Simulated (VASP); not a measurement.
Input of a VASP 6.6.1 run:

Contents of POSCAR:

```
CdTe
1.0
    0.0000000000      3.2050000000      3.2050000000
    3.2050000000      0.0000000000      3.2050000000
    3.2050000000      3.2050000000      0.0000000000
Te Cd
1 1
Direct
    0.7500000000      0.7500000000      0.7500000000
    0.0000000000      0.0000000000      0.0000000000
```

File INCAR.step1:

```
PREC = Accurate
ENCUT = 520
EDIFF = 1E-5
ISMEAR = -1
SIGMA = 0.05
LREAL = False
LASPH = True
NELM = 100
ALGO = Normal
ISIF = 2
LWAVE = True
LCHARG = False
NBANDS = 16
GGA = PE
```

File INCAR.step2:

```
PREC = Accurate
ENCUT = 520
EDIFF = 1E-7
ISMEAR = -1
SIGMA = 0.05
LREAL = False
LASPH = True
NELM = 100
ALGO = Normal
ISIF = 2
LWAVE = False
LCHARG = False
GGA = PE
LHFCALC = True
AEXX = 0.15
HFSCREEN = 0.2078699
PRECFOCK = Normal
NBANDS = 16
ISTART = 1
```

Contents of KPOINTS:

```
Automatic mesh
0
Gamma
  4 4 4
```

Potentials or basis: VASP PAW PBE potentials, release 64 (Te, Cd).

The run is started by

```bash
$ cat potpaw_PBE.64/Te/POTCAR potpaw_PBE.64/Cd/POTCAR > POTCAR
$ cp INCAR.step1 INCAR
$ mpirun -np 1 vasp_std > vasp.out
$ cp INCAR.step2 INCAR
$ mpirun -np 1 vasp_std > vasp.out
```

(1) Estimate the pressure.

(2) Predict the band gap on the k mesh.

## Answers

(1) 4.0 GPa.

(2) 1.34 eV.

Caveat: the k points lie up to 0.42 Å⁻¹ apart; the PAW data sets were made with another functional, which shifts forces and pressure a little; spin-orbit coupling is left out, which moves the levels of the heavy elements.
